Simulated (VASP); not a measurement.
# SiC (I-4m2) in VASP: a series of runs, part 2 of 2

VASP 6.6.1. The steps go on from the part before.

## Step 3: Single point, HSE06 (uniaxial z strain -1.0%)

POSCAR

```
SiC
1.0
    0.0000000000      2.1780523510      2.1562718275
    2.1780523510      0.0000000000      2.1562718275
    2.1780523510      2.1780523510      0.0000000000
Si C
1 1
Direct
    0.0000000000      0.0000000000      0.0000000000
    0.2500000000      0.2500000000      0.2500000000
```

INCAR.step1

```
  PREC = Accurate
  ENCUT = 520
  EDIFF = 1E-5
  ISMEAR = 0
  SIGMA = 0.01
  LREAL = F
  LASPH = T
  NELM = 80
  ALGO = Normal
  ISIF = 2
  LWAVE = T
  LCHARG = F
  GGA = PE
  NBANDS = 11
```

INCAR.step2

```
  PREC = Accurate
  ENCUT = 520
  EDIFF = 1E-7
  ISMEAR = 0
  SIGMA = 0.01
  LREAL = F
  LASPH = T
  NELM = 80
  ALGO = Normal
  ISIF = 2
  LWAVE = F
  LCHARG = F
  GGA = PE
  LHFCALC = T
  HFSCREEN = 0.2079
  PRECFOCK = Normal
  ISTART = 1
  NBANDS = 11
```

KPOINTS

```
regular mesh
0
Gamma
  8 8 8
```

Potentials or basis: VASP PAW PBE potentials, release 64 (Si, C).

Started as:

```bash
cat potpaw_PBE.64/Si/POTCAR potpaw_PBE.64/C/POTCAR > POTCAR
cp INCAR.step1 INCAR
mpirun -np 1 vasp_std > vasp.out
cp INCAR.step2 INCAR
mpirun -np 1 vasp_std > vasp.out
```

OUTCAR:

```text
PREC = Accurate
   ENCUT = 520
   EDIFF = 1E-7
   ISMEAR = 0
   LREAL = F
   LASPH = T
   NELM = 80
   ISIF = 2
   GGA = PE
   LHFCALC = T
   HFSCREEN = 0.2079
   PRECFOCK = Normal
   ISTART = 1

 ion  position               nearest neighbor table
   1  0.000  0.000  0.000-   2 1.88   2 1.88   2 1.88   2 1.88
   2  0.250  0.250  0.250-   1 1.88   1 1.88   1 1.88   1 1.88

  LATTYP: Found a body centered tetragonal cell.
 ALAT       =     3.0802311743
 C/A-ratio  =     1.4000714268

  Lattice vectors:

 A1 = (   0.0000000000,  -2.1780523510,  -2.1562718275)
 A2 = (   0.0000000000,   2.1780523510,  -2.1562718275)
 A3 = (   2.1780523510,   0.0000000000,   2.1562718275)

Analysis of symmetry for initial positions (statically):
=====================================================================
 Subroutine PRICEL returns:
 Original cell was already a primitive cell.

 Routine SETGRP: Setting up the symmetry group for a
 body centered tetragonal supercell.

 Subroutine GETGRP returns: Found  8 space group operations
 (whereof  8 operations were pure point group operations)
[... 182 lines left out ...]
      2       7.5931      2.00000
      3       7.5931      2.00000
      4       7.6628      2.00000
      5      15.2909      0.00000
      6      16.2703      0.00000
      7      16.2978      0.00000
      8      16.2978      0.00000
      9      23.6090      0.00000
     10      23.9274      0.00000
     11      25.7779      0.00000
[... 309 lines left out ...]
 k-point    24 :       0.3750    0.0000    0.1250
  band No.  band energies     occupation
      1      -6.9285      2.00000
      2       0.9926      2.00000
      3       5.8488      2.00000
      4       5.9721      2.00000
      5      14.2429      0.00000
      6      16.5656      0.00000
      7      17.9183      0.00000
      8      18.6634      0.00000
      9      22.4061      0.00000
     10      25.6861      0.00000
     11      26.2144      0.00000

 [... further k-points ...]

------------------------ aborting loop because EDIFF is reached ----------------------------------------

  FORCE on cell =-STRESS in cart. coord.  units (eV):
  Direction    XX          YY          ZZ          XY          YZ          ZX
  --------------------------------------------------------------------------------------
  -------------------------------------------------------------------------------------
  Total       -0.0126334     -0.0126334      0.3362901      0.0000000      0.0000000     -0.0000000
  in kB       -0.9893726     -0.9893726     26.3362850      0.0000000      0.0000000     -0.0000000
  external PRESSURE =       8.1191799 kB  Pullay stress =       0.0000000 kB

 VOLUME and BASIS-vectors are now :
 -----------------------------------------------------------------------------
  energy-cutoff  :      520.00
  volume of cell :       20.46
      direct lattice vectors                 reciprocal lattice vectors
     0.000000000  2.178052351  2.156271827    -0.229562894  0.229562894  0.231881711
     2.178052351  0.000000000  2.156271827     0.229562894 -0.229562894  0.231881711
     2.178052351  2.178052351  0.000000000     0.229562894  0.229562894 -0.231881711

 POSITION                                       TOTAL-FORCE (eV/Angst)
 -----------------------------------------------------------------------------------
      0.00000      0.00000      0.00000        -0.000000     -0.000000     -0.000000
      1.08903      1.08903      1.07814         0.000000      0.000000      0.000000
 -----------------------------------------------------------------------------------
    total drift:                                0.000000      0.000000     -0.000000

  FREE ENERGIE OF THE ION-ELECTRON SYSTEM (eV)
  ---------------------------------------------------
  free  energy   TOTEN  =       -17.4226866639 eV

  energy  without entropy=      -17.4226866639  energy(sigma->0) =      -17.42268666
```

OSZICAR.step1:

```text
N       E                     dE             d eps       ncg     rms          rms(c)
DAV:   1     0.449576469222E+01    0.44958E+01   -0.39669E+03  1338   0.612E+02
DAV:   2    -0.162820578264E+02   -0.20778E+02   -0.19933E+02  1619   0.112E+02
DAV:   3    -0.169340948712E+02   -0.65204E+00   -0.65111E+00  1588   0.166E+01
DAV:   4    -0.169365996153E+02   -0.25047E-02   -0.25046E-02  1492   0.131E+00
DAV:   5    -0.169366107086E+02   -0.11093E-04   -0.11093E-04  1608   0.815E-02    0.893E+00
DAV:   6    -0.151100823942E+02    0.18265E+01   -0.65094E+00  1445   0.115E+01    0.397E+00
DAV:   7    -0.150565014935E+02    0.53581E-01   -0.39509E-01  1559   0.359E+00    0.180E+00
DAV:   8    -0.150487009048E+02    0.78006E-02   -0.20151E-02  1475   0.948E-01    0.170E-01
DAV:   9    -0.150488216365E+02   -0.12073E-03   -0.15412E-03  1650   0.227E-01    0.113E-01
DAV:  10    -0.150489296563E+02   -0.10802E-03   -0.22885E-04  1457   0.921E-02    0.258E-02
DAV:  11    -0.150489316390E+02   -0.19826E-05   -0.40507E-05  1547   0.331E-02
   1 F= -.15048932E+02 E0= -.15048932E+02  d E =-.109038E-79
```

It took 65 min on 1 thread of Oxide Virtual Turin-like, shared host; peak memory 0.23 GiB.

Results:

| Quantity | Value |
| --- | --- |
| Free energy | -17.4227 eV |
| Pressure | 0.8 GPa |
| Band gap on the k mesh | 2.11 eV (least direct gap 5.73 eV) |

Levels at points of the mesh, in eV from the valence-band top:
```tsv
k point	band 2	band 3	band 4	band 5	band 6	band 7
(0.00, 0.00, 0.00)	-0.07	-0.07	0.00	7.63	8.61	8.63
(0.50, 0.00, 0.00)	-9.46	-1.27	-1.14	6.69	8.40	8.58
(0.50, 0.50, 0.00)	-8.53	-3.64	-3.64	2.11	5.25	16.00
(0.50, 0.00, 0.50)	-8.67	-3.53	-3.52	2.21	5.43	15.87
```

Caveat: the cell differs from its parent crystal (uniaxial z strain -1.0%); the PAW data sets were made with another functional, which shifts forces and pressure a little.

## Step 4: Single point, HSE06 (uniaxial z strain -3.0%)

POSCAR

```
SiC
1.0
    0.0000000000      2.1780523510      2.1127107805
    2.1780523510      0.0000000000      2.1127107805
    2.1780523510      2.1780523510      0.0000000000
Si C
1 1
Direct
    0.0000000000      0.0000000000      0.0000000000
    0.2500000000      0.2500000000      0.2500000000
```

INCAR.step1

```
SYSTEM = SiC
PREC = Accurate ; ENCUT = 520
EDIFF = 1E-5 ; ISMEAR = 0
SIGMA = 0.01 ; LREAL = .FALSE.
LASPH = .TRUE. ; NELM = 60
ALGO = Normal ; ISIF = 2
LWAVE = .TRUE. ; LCHARG = .FALSE.
NBANDS = 11 ; GGA = PE
```

INCAR.step2

```
SYSTEM = SiC
PREC = Accurate ; ENCUT = 520
EDIFF = 1E-7 ; ISMEAR = 0
SIGMA = 0.01 ; LREAL = .FALSE.
LASPH = .TRUE. ; NELM = 60
ALGO = Normal ; ISIF = 2
LWAVE = .FALSE. ; LCHARG = .FALSE.
GGA = PE ; LHFCALC = .TRUE.
HFSCREEN = 0.2079 ; PRECFOCK = Normal
NBANDS = 11 ; ISTART = 1
```

KPOINTS

```
regular mesh
0
G
  8 8 8
  0 0 0
```

Started as:

```bash
cat potpaw_PBE.64/Si/POTCAR potpaw_PBE.64/C/POTCAR > POTCAR
cp INCAR.step1 INCAR
mpirun -np 1 vasp_std > vasp.out
cp INCAR.step2 INCAR
mpirun -np 1 vasp_std > vasp.out
```

Run time: 1.6 h. Hardware: 1 thread of Oxide Virtual Turin-like, shared host; peak memory 0.22 GiB.

The run converged. Its results:

| Property | Result |
| --- | --- |
| Free energy | -17.4050 eV |
| Pressure | 5.7 GPa |
| Band gap on the k mesh | 1.88 eV (least direct gap 5.73 eV) |

Stress tensor (GPa, compression positive):
```
 3.10  0.00  0.00
 0.00  3.10  0.00
 0.00  0.00 11.02
```

Levels at points of the mesh, in eV from the valence-band top:
```
           k point  band 2  band 3  band 4  band 5  band 6  band 7
(0.00, 0.00, 0.00)   -0.21   -0.21    0.00    7.79    8.64    8.72
(0.50, 0.00, 0.00)   -9.67   -1.50   -1.11    6.72    8.23    8.84
(0.50, 0.50, 0.00)   -8.50   -3.94   -3.94    1.88    4.99   16.09
(0.50, 0.00, 0.50)   -8.92   -3.60   -3.56    2.18    5.55   15.71
```

Caveat: the cell differs from its parent crystal (uniaxial z strain -3.0%); the stress differs along the axes, from 3 to 11 GPa; the PAW data sets were made with another functional, which shifts forces and pressure a little.

## Step 5: The runs side by side

| cell | gap on the mesh (eV) | pressure (GPa) |
| --- | --- | --- |
| a = 3.111, b = 3.111, c = 3.080 Å, angles 60.3, 60.3, 59.3°, 2 atoms | 2.13 | -5.9 |
| a = 3.065, b = 3.065, c = 3.080 Å, angles 59.8, 59.8, 60.3°, 2 atoms | 2.11 | 0.8 |
| a = 3.034, b = 3.034, c = 3.080 Å, angles 59.5, 59.5, 61.0°, 2 atoms | 1.88 | 5.7 |

Alike in all rows: task single point; level HSE06; potentials or basis VASP PAW PBE potentials, release 64 (Si, C); no spin polarisation; k mesh 8 × 8 × 8; cutoff (eV) 520; smearing gaussian 0.01 eV.

Caveats: the PAW data sets were made with another functional, which shifts forces and pressure a little; the stress differs along the axes, from -10 to -4 GPa (at least some runs); the stress differs along the axes, from 3 to 11 GPa (at least some runs).

Total energies depend on the potentials used, so only differences within one code and one set of settings carry meaning.
